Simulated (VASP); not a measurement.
# AlRu (Pm-3m) in VASP: vibrations by perturbation theory with PBE

Aim: the vibrations by perturbation theory of AlRu with PBE.

Program: VASP 6.6.1. These are calculated values, not measurements. Logs are shortened: lines on timing, memory, paths and dates and some standing lists are left out, and cuts for length are marked.

## 1. The cell of the first run

It takes space group Pm-3m (No. 221, cubic). Conventional cell: a = 2.992 Å, b = 2.992 Å, c = 2.992 Å, α = 90.00°, β = 90.00°, γ = 90.00°. Al (site symmetry m-3m) has 8 Ru at 2.59 Å and 6 Al at 2.99 Å within 3.4 Å. Ru (site symmetry m-3m) has 8 Al at 2.59 Å and 6 Ru at 2.99 Å within 3.4 Å.

## 2. Vibrations by perturbation theory, PBE

The input, INCAR:

```
PREC = Accurate
ENCUT = 520
EDIFF = 1E-8
ISMEAR = -1
SIGMA = 0.1
LREAL = False
LASPH = True
NELM = 80
ALGO = Normal
ISIF = 2
LWAVE = False
LCHARG = False
GGA = PE
IBRION = 8
NSW = 1
```

The input, KPOINTS:

```
regular mesh
0
Gamma
  10 10 10
```

The input, POSCAR:

```
AlRu
1.0
    2.9916000000      0.0000000000      0.0000000000
    0.0000000000      2.9916000000      0.0000000000
    0.0000000000      0.0000000000      2.9916000000
Al Ru
1 1
Direct
    0.0000000000      0.0000000000      0.0000000000
    0.5000000000      0.5000000000      0.5000000000
```

Potentials or basis: VASP PAW PBE potentials, release 64 (Al, Ru_pv).

Started as:

```console
$ cat potpaw_PBE.64/Al/POTCAR potpaw_PBE.64/Ru_pv/POTCAR > POTCAR
$ mpirun -np 1 vasp_std > vasp.out
```

OUTCAR:

```text
PREC = Accurate
   ENCUT = 520
   EDIFF = 1E-8
   ISMEAR = -1
   LREAL = False
   LASPH = True
   NELM = 80
   ISIF = 2
   GGA = PE
   IBRION = 8
   NSW = 1

 ion  position               nearest neighbor table
   1  0.000  0.000  0.000-   2 2.59   2 2.59   2 2.59   2 2.59   2 2.59   2 2.59   2 2.59   2 2.59

   2  0.500  0.500  0.500-   1 2.59   1 2.59   1 2.59   1 2.59   1 2.59   1 2.59   1 2.59   1 2.59

  LATTYP: Found a simple cubic cell.
 ALAT       =     2.9916000000

  Lattice vectors:

 A1 = (   2.9916000000,   0.0000000000,   0.0000000000)
 A2 = (   0.0000000000,   2.9916000000,   0.0000000000)
 A3 = (   0.0000000000,   0.0000000000,   2.9916000000)

Analysis of symmetry for initial positions (statically):
=====================================================================
 Subroutine PRICEL returns:
 Original cell was already a primitive cell.

 Routine SETGRP: Setting up the symmetry group for a
 simple cubic supercell.

 Subroutine GETGRP returns: Found 48 space group operations
 (whereof 48 operations were pure point group operations)
 out of a pool of 48 trial point group operations.

The static configuration has the point symmetry O_h .

Analysis of symmetry for dynamics (positions and initial velocities):
=====================================================================
 Subroutine PRICEL returns:
 Original cell was already a primitive cell.

 Routine SETGRP: Setting up the symmetry group for a
 simple cubic supercell.

 Subroutine GETGRP returns: Found 48 space group operations
 (whereof 48 operations were pure point group operations)
 out of a pool of 48 trial point group operations.

The dynamic configuration has the point symmetry O_h .

 Subroutine INISYM returns: Found 48 space group operations
 (whereof 48 operations are pure point group operations),
 and found     1 'primitive' translations

----------------------------------------------------------------------------------------

                                     Primitive cell

  volume of cell :      26.7738
[... 519 lines left out ...]
 -----------------------------------------------------------------------------
  energy-cutoff  :      520.00
  volume of cell :       26.77
      direct lattice vectors                 reciprocal lattice vectors
     2.991600000  0.000000000  0.000000000     0.334269287  0.000000000  0.000000000
     0.000000000  2.991600000  0.000000000     0.000000000  0.334269287  0.000000000
     0.000000000  0.000000000  2.991600000     0.000000000  0.000000000  0.334269287

 POSITION                                       TOTAL-FORCE (eV/Angst)
 -----------------------------------------------------------------------------------
      0.00000      0.00000      0.00000         0.000000      0.000000      0.000000
      1.49580      1.49580      1.49580         0.000000      0.000000      0.000000
 -----------------------------------------------------------------------------------
    total drift:                                0.000000     -0.000000     -0.000000

  FREE ENERGIE OF THE ION-ELECTRON SYSTEM (eV)
  ---------------------------------------------------
  free  energy   TOTEN  =       -14.2862913845 eV

  energy  without entropy=      -14.2356678959  energy(sigma->0) =      -14.26097964

[... ionic steps 2 to 3 ...]

--------------------------------------- Ionic step        4  -------------------------------------------

------------------------ aborting loop because EDIFF is reached ----------------------------------------

[... ionic steps 5 to 6 ...]

--------------------------------------- Ionic step        7  -------------------------------------------

 Free energy of the ion-electron system (eV)
  ---------------------------------------------------
  ---------------------------------------------------
  free energy    TOTEN  =        -0.65055154 eV

  energy without entropy =       -0.65055154

------------------------ aborting loop because EDIFF is reached ----------------------------------------

 INTERNAL STRAIN TENSOR  FOR ION    2  DIRECTION 1   (eV/Angst):
 -----------------------------------------------------------------------------
     0.05070  0.00000 -0.00000
     0.00000 -0.00434  0.00000
     0.00000  0.00000 -0.00434

 INTERNAL STRAIN TENSOR FOR ION    2 for displacements in x,y,z  (eV/Angst):
          X           Y           Z          XY          YZ          ZX
  --------------------------------------------------------------------------------
  x     0.00000     0.00000     0.00000     0.00000     0.00000     0.00000
  y     0.00000     0.00000     0.00000     0.00000     0.00000     0.00000
  z     0.00000     0.00000     0.00000     0.00000     0.00000     0.00000

 SECOND DERIVATIVES (NOT SYMMETRIZED)
 ------------------------------------
               1X          1Y          1Z          2X          2Y          2Z
  1X    -7.859402    0.000000    0.000000    7.859402   -0.000000   -0.000000
  1Y     0.000000   -7.859402   -0.000000   -0.000000    7.859402    0.000000
  1Z     0.000000    0.000000   -7.859402   -0.000000   -0.000000    7.859402
  2X     7.854891    0.000000   -0.000000   -7.854891   -0.000000    0.000000
  2Y     0.000000    7.854891    0.000000   -0.000000   -7.854891   -0.000000
  2Z    -0.000000   -0.000000    7.854891    0.000000    0.000000   -7.854891

 Eigenvectors and eigenvalues of the dynamical matrix
 ----------------------------------------------------

   1 f  =    9.496652 THz    59.669227 2PiTHz  316.774230 cm-1    39.274981 meV
             X         Y         Z           dx          dy          dz
      0.000000  0.000000  0.000000    -0.888476    0.000000   -0.000000
      1.495800  1.495800  1.495800     0.458922    0.000000    0.000000
[... 21 lines left out ...]
   6 f/i=    0.001111 THz     0.006983 2PiTHz    0.037072 cm-1     0.004596 meV
             X         Y         Z           dx          dy          dz
      0.000000  0.000000  0.000000     0.000000    0.000000   -0.458922
      1.495800  1.495800  1.495800    -0.000000    0.000000   -0.888476

--------------------------------------------------------------------------------------------------------

 ELASTIC MODULI CONTR FROM IONIC RELAXATION (kBar)
 Direction    XX          YY          ZZ          XY          YZ          ZX
 --------------------------------------------------------------------------------
 XX           0.0000      0.0000      0.0000      0.0000      0.0000      0.0000
 YY           0.0000      0.0000      0.0000      0.0000      0.0000      0.0000
 ZZ           0.0000      0.0000      0.0000      0.0000      0.0000      0.0000
 XY           0.0000      0.0000      0.0000      0.0000      0.0000      0.0000
 YZ           0.0000      0.0000      0.0000      0.0000      0.0000      0.0000
 ZX           0.0000      0.0000      0.0000      0.0000      0.0000      0.0000
 --------------------------------------------------------------------------------
```

OSZICAR:

```text
N       E                     dE             d eps       ncg     rms          rms(c)
DAV:   1     0.113137835133E+03    0.11314E+03   -0.96343E+03  1416   0.132E+03
DAV:   2    -0.128022562739E+02   -0.12594E+03   -0.12098E+03  1452   0.351E+02
DAV:   3    -0.149396011224E+02   -0.21373E+01   -0.20959E+01  1600   0.477E+01
[... 41 lines left out ...]
RMM:  10    -0.650551327305E+00   -0.11636E-05   -0.11157E-07  5477   0.363E-04    0.351E-05
RMM:  11    -0.650551527401E+00   -0.20010E-06   -0.83103E-08  5991   0.188E-04    0.136E-05
RMM:  12    -0.650551517142E+00    0.10259E-07   -0.40443E-08  6052   0.102E-04    0.615E-06
RMM:  13    -0.650551538881E+00   -0.21739E-07   -0.27722E-08  5531   0.607E-05    0.105E-06
RMM:  14    -0.650551538308E+00    0.57351E-09   -0.14326E-08  5318   0.388E-05    0.104E-06
 Linear response finished
```

It used 160 s of CPU time on 1 thread of AMD EPYC 7R13 Processor (Zen 3), with other jobs on the host.

Results:

```yaml
Highest_phonon_frequency_at_Γ_LO-TO_splitting_left_out: 317 cm⁻¹
```

Phonon frequencies in cm⁻¹ (negative: imaginary):
```tsv
q point	frequencies
(0.000, 0.000, 0.000)	0 0 0 317 317 317
```

Caveat: the cell wasn't relaxed at this level first, which shifts response properties.
